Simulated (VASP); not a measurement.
Set up this calculation in VASP 6.6.1, as the native input.

```yaml
Task: single point
Functional: LDA
Potentials_or_basis: VASP PAW LDA potentials, release 64 (Ca_sv, F)
Cutoff: 600 eV
k_mesh: 6 × 6 × 6
Occupations: gaussian, width 0.01 eV
Spin: no spin polarisation
Dipole_correction: no
Further_INCAR_settings: ALGO = Normal; EDIFF = 1e-06; NBANDS = 19
```

The structure of CaF2 (Fluorite) lies in POSCAR:

```
CaF2
1.0
    0.0000000000      2.6561400844      2.6561400844
    2.6561400844      0.0000000000      2.6561400844
    2.6561400844      2.6561400844      0.0000000000
Ca F
1 2
Direct
    0.0000000000      0.0000000000      0.0000000000
    0.2500000000      0.2500000000      0.2500000000
    0.7500000000      0.7500000000      0.7500000000
```

One way to write it, as run:

INCAR

```
SYSTEM = CaF2
ALGO = Normal
EDIFF = 1E-6
ENCUT = 600
GGA = CA
GGA_COMPAT = .False.
ISIF = 2
ISMEAR = 0
LASPH = .True.
LCHARG = .False.
LREAL = .False.
LWAVE = .False.
NBANDS = 19
NELM = 120
PREC = Accurate
SIGMA = 0.01
```

KPOINTS

```
k-points
0
Gamma
  6 6 6
  0 0 0
```

Potentials or basis: VASP PAW LDA potentials, release 64 (Ca_sv, F).

Command:

```sh
$ cat potpaw_LDA.64/Ca_sv/POTCAR potpaw_LDA.64/F/POTCAR > POTCAR
$ mpirun -np 1 vasp_std > vasp.out
```

Results of the run:

| Item | Value |
| --- | --- |
| Pressure | 1.3 GPa |
| Band gap on the k mesh | 7.41 eV, indirect (least direct gap 7.68 eV) |

Wall time 17 s on 1 thread of Intel Xeon 8259CL, on a shared host, peak memory 0.15 GiB.
